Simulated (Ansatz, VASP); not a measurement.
## SbSeBr3 in VASP and in Ansatz

Contents of INCAR:

```
SYSTEM = SbSeBr3
PREC = Accurate ; ENCUT = 600
EDIFF = 1E-7 ; ISMEAR = 0
SIGMA = 0.1 ; LREAL = .FALSE.
LASPH = .TRUE. ; NELM = 80
ALGO = Normal ; ISIF = 3
LWAVE = .FALSE. ; LCHARG = .FALSE.
GGA = PE ; IBRION = 2
NSW = 100 ; EDIFFG = -0.01
```

Contents of KPOINTS:

```
regular mesh
0
G
  6 6 6
  0 0 0
```

Contents of POSCAR:

```
SbSeBr3
1.0
    3.7835815700      2.1844518400      3.0901465900
   -3.7835815700      2.1844518400      3.0901465900
    0.0000000000     -4.3689036800      3.0901465900
Sb Se Br
1 1 3
Direct
    0.0095460800      0.0095460800      0.0095460800
    0.5119105300      0.5119105300      0.5119105300
    0.5126222100      0.0122175500      0.5126222100
    0.5126222100      0.5126222100      0.0122175500
    0.0122175500      0.5126222100      0.5126222100
```

Input for Ansatz:

```yaml
crystal:
  lattice:
    - [3.78358157, 2.18445184, 3.09014659]
    - [-3.78358157, 2.18445184, 3.09014659]
    - [0.0, -4.36890368, 3.09014659]
  atoms:
    - { symbol: Sb, position: [0.00954608, 0.00954608, 0.00954608] }
    - { symbol: Se, position: [0.51191053, 0.51191053, 0.51191053] }
    - { symbol: Br, position: [0.51262221, 0.01221755, 0.51262221] }
    - { symbol: Br, position: [0.51262221, 0.51262221, 0.01221755] }
    - { symbol: Br, position: [0.01221755, 0.51262221, 0.51262221] }
basis:
  ecutwfc: 420
kpoints:
  mp_grid: { grid: [6, 6, 6] }
hamiltonian:
  xc: pbe
scf:
  occupations: { method: gaussian, width: 0.1 }
output:
  forces: true
  stress: true
  eigenvalues: true
  write_density: true
  write_potential: true
  elf: true
  volumetric_format: npy
relax:
  adjacent_minimum: "off"
  f_tol: 0.01
  max_steps: 80
  cell: { stress_tol: 0.05 }
```

Change from the starting cell: species swapped into the MnTlF3 type (R3m, No. 160).

Alike in both runs: task relaxation of cell and atoms; functional PBE; k mesh 6 × 6 × 6; occupations gaussian, width 0.1 eV; no spin polarisation.

|  | VASP | Ansatz |
| --- | --- | --- |
| version | VASP 6.6.1 | Ansatz 0.2.0 |
| potentials or method | VASP PAW PBE potentials, release 64 (Sb, Se, Br), cutoff 600 eV | scalar-relativistic, plane waves, PAW |
| valence electrons in the cell | 32 | 52 |

|  | VASP | Ansatz | Ansatz less VASP |
| --- | --- | --- | --- |
| gap on the k mesh at the Fermi level, each at its own relaxed structure (eV) | 0.12 | 0.14 | +0.012 |
| relaxed volume (Å³/atom) | 62.35 | 62.41 | +0.058 |
| relaxed length of the cell vector where the two differ most in proportion (Å) | 6.789 | 6.790 | +0.0015 |

VASP's potentials hold 32 valence electrons a cell and Ansatz's 52, so a difference there can come from the potentials and not from the codes. Ansatz's warnings: xc potential rough in thin density.

Spin-orbit coupling is off throughout. Noted on VASP's run: the volume moved by over 15 % at a fixed basis, so the end points are rough.
